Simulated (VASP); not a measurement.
# Al in VASP: single point with PBE

Aim: the single point of Al with PBE.

All numbers are computed with VASP 6.6.1; they aren't measurements. Logs are shortened: lines on timing, memory, paths and dates and some standing lists are left out, and cuts for length are marked.

### 1 The cell of the first run

The cell holds a slab with vacuum, 9 atoms: a = 2.854 Å, b = 9.808 Å, c = 18.781 Å, α = 90.00°, β = 90.00°, γ = 98.37°.

### 2 Single point, PBE

File INCAR:

```
SYSTEM = Al
PREC = Accurate ; ENCUT = 520
EDIFF = 1E-7 ; ISMEAR = 0
SIGMA = 0.1 ; LREAL = .False.
LASPH = .True. ; NELM = 80
ALGO = Normal ; ISIF = 2
LWAVE = .False. ; LCHARG = .True.
LDIPOL = .True. ; IDIPOL = 3
DIPOL = 0.5 0.5 0.502 ; GGA = PE
LELF = .True. ; LVHAR = .True.
LVACPOTAV = .True. ; NBANDS = 24
ISYM = 0
```

File KPOINTS:

```
regular mesh
0
Gamma
  10 3 1
  0 0 0
```

File POSCAR:

```
Al
1.0
    2.8543223330      0.0000000000      0.0000000000
   -1.4271611665      9.7033329366      0.0000000000
    0.0000000000      0.0000000000     18.7807203482
Al
9
Direct
    0.5324485604      0.0648971207      0.3727226576
    0.6709687938      0.3419375876      0.4257548836
    0.2986728405      0.5973456810      0.4363613288
    0.9263768872      0.8527537744      0.4469677740
    0.0639738230      0.1277383811      0.5005198351
    0.1995905497      0.4042696946      0.5603231540
    0.8288544888      0.6597110304      0.5686647183
    0.4526361685      0.9111292163      0.5783136150
    0.5925232121      0.1814597108      0.6277858711
```

Potentials or basis: VASP PAW PBE potentials, release 64 (Al).

Started as:

```bash
cat potpaw_PBE.64/Al/POTCAR > POTCAR
mpirun -np 1 vasp_std > vasp.out
```

OUTCAR:

```text
SYSTEM = Al
   PREC = Accurate
   ENCUT = 520
   EDIFF = 1E-7
   ISMEAR = 0
   LREAL = .False.
   LASPH = .True.
   NELM = 80
   ISIF = 2
   GGA = PE
   ISYM = 0

 ion  position               nearest neighbor table
   1  0.532  0.065  0.373-   5 2.86   5 2.86   2 2.87   4 2.87   4 2.87
   2  0.671  0.342  0.426-   1 2.87   3 2.87   3 2.87   5 2.89   5 2.89   6 2.96   6 2.97
   3  0.299  0.597  0.436-   2 2.87   4 2.87   2 2.87   4 2.87   7 2.93   7 2.93   6 2.99
   4  0.926  0.853  0.447-   5 2.85   3 2.87   3 2.87   1 2.87   1 2.87   8 2.90   8 2.91   7 2.96

   5  0.064  0.128  0.501-   9 2.83   9 2.83   4 2.85   1 2.86   1 2.86   2 2.89   2 2.89   6 2.91
                             8 2.93   8 2.93
   6  0.200  0.404  0.560-   7 2.86   7 2.87   9 2.88   9 2.89   5 2.91   2 2.96   2 2.97   3 2.99

   7  0.829  0.660  0.569-   8 2.83   8 2.83   6 2.86   6 2.87   3 2.93   3 2.93   4 2.96
   8  0.453  0.911  0.578-   9 2.78   7 2.83   7 2.83   4 2.90   4 2.91   5 2.93   5 2.93
   9  0.593  0.181  0.628-   8 2.78   5 2.83   5 2.83   6 2.88   6 2.89

IMPORTANT INFORMATION: All symmetrisations will be switched off!
NOSYMM: (Re-)initialisation of all symmetry stuff for point group C_1.

----------------------------------------------------------------------------------------

                                     Primitive cell

  volume of cell :     520.1591

  direct lattice vectors                    reciprocal lattice vectors
     2.854322333  0.000000000  0.000000000     0.350345856  0.051528686  0.000000000
    -1.427161166  9.703332937  0.000000000     0.000000000  0.103057373  0.000000000
     0.000000000  0.000000000 18.780720348     0.000000000  0.000000000  0.053246094

  length of vectors
     2.854322333  9.807724460 18.780720348     0.354114987  0.103057373  0.053246094

  position of ions in fractional coordinates (direct lattice)
     0.532448560  0.064897121  0.372722658
     0.670968794  0.341937588  0.425754884
     0.298672840  0.597345681  0.436361329
     0.926376887  0.852753774  0.446967774
     0.063973823  0.127738381  0.500519835
     0.199590550  0.404269695  0.560323154
     0.828854489  0.659711030  0.568664718
     0.452636168  0.911129216  0.578313615
     0.592523212  0.181459711  0.627785871

  ion indices of the primitive-cell ions
   primitive index   ion index
                 1           1
                 2           2
                 3           3
                 4           4
                 5           5
                 6           6
                 7           7
                 8           8
                 9           9

----------------------------------------------------------------------------------------

 KPOINTS: regular mesh

Automatic generation of k-mesh.
 Grid dimensions read from file:
 generate k-points for:   10    3    1

 Generating k-lattice:

  Cartesian coordinates                     Fractional coordinates (reciprocal lattice)
     0.035034586  0.005152869  0.000000000     0.100000000  0.000000000  0.000000000
     0.000000000  0.034352458  0.000000000     0.000000000  0.333333333  0.000000000
     0.000000000  0.000000000  0.053246094     0.000000000  0.000000000  1.000000000

  Length of vectors
     0.035411499  0.034352458  0.053246094

  Shift w.r.t. Gamma in fractional coordinates (k-lattice)
     0.000000000  0.000000000  0.000000000

 -----------------------------------------------------------------------------
|                                                                             |
|           W    W    AA    RRRRR   N    N  II  N    N   GGGG   !!!           |
|           W    W   A  A   R    R  NN   N  II  NN   N  G    G  !!!           |
|           W    W  A    A  R    R  N N  N  II  N N  N  G       !!!           |
|           W WW W  AAAAAA  RRRRR   N  N N  II  N  N N  G  GGG   !            |
|           WW  WW  A    A  R   R   N   NN  II  N   NN  G    G                |
|           W    W  A    A  R    R  N    N  II  N    N   GGGG   !!!           |
|                                                                             |
|     Your reciprocal lattice and k-lattice belong to different lattice       |
|     classes:                                                                |
|                                                                             |
|        The reciprocal lattice is base centered orthorhombic,                |
|        whereas your k-lattice is simple monoclinic.                         |
|                                                                             |
|     Results are often still useful ...                                      |
|                                                                             |
 -----------------------------------------------------------------------------

 WARNING: IBZKPT: internal override: KBLOWUP is changed to .FALSE.
      ... skipping the blow-up phase ...

 Subroutine IBZKPT returns following result:
 ===========================================

 Found     16 irreducible k-points:

 Following reciprocal coordinates:
            Coordinates               Weight
  0.000000  0.000000  0.000000      1.000000
  0.100000 -0.000000  0.000000      2.000000
  0.200000 -0.000000  0.000000      2.000000
  0.300000  0.000000  0.000000      2.000000
  0.400000 -0.000000  0.000000      2.000000
  0.500000  0.000000  0.000000      1.000000
[... 8 lines left out ...]
 -0.200000  0.333333  0.000000      2.000000
 -0.100000  0.333333  0.000000      2.000000
   k-points           NKPTS =     16   k-points in BZ     NKDIM =     16   number of bands    NBANDS=     24
   number of dos      NEDOS =    301   number of ions     NIONS =      9
   total plane-waves  NPLWV = 268800
   dimension x,y,z NGX =    24 NGY =   80 NGZ =  140
   dimension x,y,z NGXF=    48 NGYF=  160 NGZF=  280
   ions per type =               9
   NGX,Y,Z   is equivalent  to a cutoff of  13.98, 13.56, 12.39 a.u.
   NGXF,Y,Z  is equivalent  to a cutoff of  27.96, 27.12, 24.79 a.u.
 SYSTEM =  Al
   PREC   = accura    normal or accurate (medium, high low for compatibility)
   ISTART =      0    job   : 0-new  1-cont  2-samecut
   ICHARG =      2    charge: 1-file 2-atom 10-const
   ISPIN  =      1    spin polarized calculation?
   LNONCOLLINEAR =      F non collinear calculations
   LSORBIT =      F    spin-orbit coupling
   LASPH  =      T    aspherical Exc in radial PAW
   ENCUT  =  520.0 eV  38.22 Ry    6.18 a.u.   5.31 18.24 34.92*2*pi/ulx,y,z
   NELM   =     80;   NELMIN=  2; NELMDL= -5     # of ELM steps
   EDIFF  = 0.1E-06   stopping-criterion for ELM
   LREAL  =      F    real-space projection
   EDIFFG = 0.1E-05   stopping-criterion for IOM
   NSW    =      0    number of steps for IOM
   IBRION =     -1    ionic relax: 0-MD 1-quasi-New 2-CG
   NFREE  =      0    steps in history (QN), initial steepest desc. (CG)
   ISIF   =      2    stress and relaxation
   ISYM   =      0    0-nonsym 1-usesym 2-fastsym
   POTIM  = 0.5000    time-step for ionic-motion
   TEBEG  =    0.0;   TEEND  =   0.0 temperature during run
   PSTRESS=    0.0 pullay stress
   NELECT =      27.0000    total number of electrons
   NUPDOWN=      -1.0000    fix difference up-down
   EMIN   =  10.00;   EMAX   =-10.00  energy-range for DOS
   EFERMI =   0.00;   METHOD = LEGACY
   ISMEAR =     0;   SIGMA  =   0.10  broadening in eV -4-tet -1-fermi 0-gaus
   EFERMI_NEDOS =   21; number of points for ismear=-14 and -15
   IALGO  =     38    algorithm
   IMIX   =      4    mixing-type and parameters
     AMIX     =   0.40;   BMIX     =  1.00
     AMIX_MAG =   1.60;   BMIX_MAG =  1.00
  volume/ion in A,a.u.               =      57.80       390.02
  Fermi-wavevector in a.u.,A,eV,Ry     =   0.610685  1.154028  5.074107  0.372936
  Thomas-Fermi vector in A             =   1.666336
   LORBIT       =      0    0 simple, 1 ext, 2 COOP (PROOUT), +10 PAW based schemes
   GGA     = PE    functional components
   LHFCALC =     F    Hartree Fock is set to
   AEXX    =    0.0000 exact exchange contribution
   IVDW    =     0    specifies the selected vdW correction
   LEPSILON=     F    determine dielectric tensor
   LRPA    =     F    only Hartree local field effects (RPA)
 non-spin polarized calculation
 Gauss-broadening in eV      SIGMA  =   0.10
  energy-cutoff  :      520.00
  volume of cell :      520.16
 maximum number of plane-waves:     14054
 NGX is ok and might be reduce to    24
   NGX = 11   NGY = 37   NGZ = 69

 dipolmoment           0.000000      0.000000      0.000599 electrons x Angstroem

 number of electron      27.0000000 magnetization

 dipolmoment           0.000000      0.000000     -0.001481 electrons x Angstroem

 Free energy of the ion-electron system (eV)
  ---------------------------------------------------
  ext. energy  EPLUGINS =         0.00000000
  ---------------------------------------------------
  free energy    TOTEN  =       -30.62110947 eV

  energy without entropy =      -30.59810229  energy(sigma->0) =      -30.60960588

 E-fermi :  -0.5909     XC(G=0):  -3.9875

 val. band max:       -0.6117994192   @ k =   0.5000   0.3333   0.0000
 cond. band min:      -0.5739850893   @ k =   0.4000  -0.0000   0.0000
 fundamental gap:      0.0378143300
 Fermi energy:        -0.5909426407

 k-point     1 :       0.0000    0.0000    0.0000
  band No.  band energies     occupation
      1     -10.6574      2.00000
      2      -9.1169      2.00000
      3      -9.0180      2.00000
      4      -8.3700      2.00000
      5      -6.5586      2.00000
      6      -6.5308      2.00000
[... 16 lines left out ...]
     23       3.4258      0.00000
     24       3.8713      0.00000
[... 382 lines left out ...]
      2      -9.6195      2.00000
      3      -8.1535      2.00000
      4      -7.8911      2.00000
      5      -6.9892      2.00000
      6      -5.9455      2.00000
[... 16 lines left out ...]
     23       3.5297      0.00000
     24       3.8136      0.00000

------------------------ aborting loop because EDIFF is reached ----------------------------------------

  FORCE on cell =-STRESS in cart. coord.  units (eV):
  Direction    XX          YY          ZZ          XY          YZ          ZX
  --------------------------------------------------------------------------------------
  -------------------------------------------------------------------------------------
  Total       -5.9054501     -6.3356548     -0.1135144      0.0341242     -0.2746533      0.0029812
  in kB      -18.1897776    -19.5148804     -0.3496435      0.1051081     -0.8459783      0.0091827
  external PRESSURE =     -12.6847672 kB  Pullay stress =       0.0000000 kB

 VOLUME and BASIS-vectors are now :
 -----------------------------------------------------------------------------
  energy-cutoff  :      520.00
  volume of cell :      520.16
      direct lattice vectors                 reciprocal lattice vectors
     2.854322333  0.000000000  0.000000000     0.350345856  0.051528686  0.000000000
    -1.427161166  9.703332937  0.000000000     0.000000000  0.103057373  0.000000000
     0.000000000  0.000000000 18.780720348     0.000000000  0.000000000  0.053246094

 POSITION                                       TOTAL-FORCE (eV/Angst)
 -----------------------------------------------------------------------------------
      1.42716      0.62972      7.00000        -0.007160      0.155631      0.036624
      1.42716      3.31793      7.99598         0.004199      0.034641      0.062681
     -0.00000      5.79624      8.19518         0.000392     -0.072073      0.029966
      1.42716      8.27455      8.39438         0.004804     -0.100627     -0.118511
      0.00030      1.23949      9.40012         0.001200      0.009878     -0.001309
     -0.00726      3.92276     10.52327         0.000849     -0.010712     -0.001392
      1.42430      6.40140     10.67993        -0.003460     -0.008970     -0.004100
     -0.00836      8.84099     10.86115        -0.002644     -0.001042     -0.001817
      1.43228      1.76076     11.79027         0.001820     -0.006728     -0.002140
 -----------------------------------------------------------------------------------
    total drift:                                0.000002     -0.000005     -0.000027

  FREE ENERGIE OF THE ION-ELECTRON SYSTEM (eV)
  ---------------------------------------------------
  free  energy   TOTEN  =       -30.6211094693 eV

  energy  without entropy=      -30.5981022874  energy(sigma->0) =      -30.60960588

 vacuum level on the upper side and lower side of the slab         3.568         3.578
```

Run time: 9.5 min. Hardware: 1 thread of Intel Xeon 8259CL, shared host; peak memory 0.6 GiB.

Results:

| Quantity | Value |
| --- | --- |
| Free energy | -30.6211 eV |
| Largest force | 0.160 eV/Å |
| Band gap on the k mesh | zero (an odd number of electrons rules out a gap without spin polarisation) |

Forces in eV/Å, atoms in the order of the input:
```
Al  -0.007  0.156  0.037
Al   0.004  0.035  0.063
Al   0.000 -0.072  0.030
Al   0.005 -0.101 -0.119
Al   0.001  0.010 -0.001
Al   0.001 -0.011 -0.001
Al  -0.003 -0.009 -0.004
Al  -0.003 -0.001 -0.002
Al   0.002 -0.007 -0.002
```

Levels at points of the mesh, in eV from the Fermi level:
| k point | band 10 | band 11 | band 12 | band 13 | band 14 | band 15 | band 16 | band 17 | band 18 | band 19 |
| --- | --- | --- | --- | --- | --- | --- | --- | --- | --- | --- |
| (0.00, 0.00, 0.00) | -2.35 | -1.96 | -1.66 | -1.49 | -1.12 | 0.90 | 1.86 | 1.98 | 2.50 | 2.52 |
| (0.50, 0.00, 0.00) | -2.19 | -1.08 | -0.94 | -0.63 | -0.58 | -0.27 | 0.11 | 1.25 | 1.52 | 1.62 |
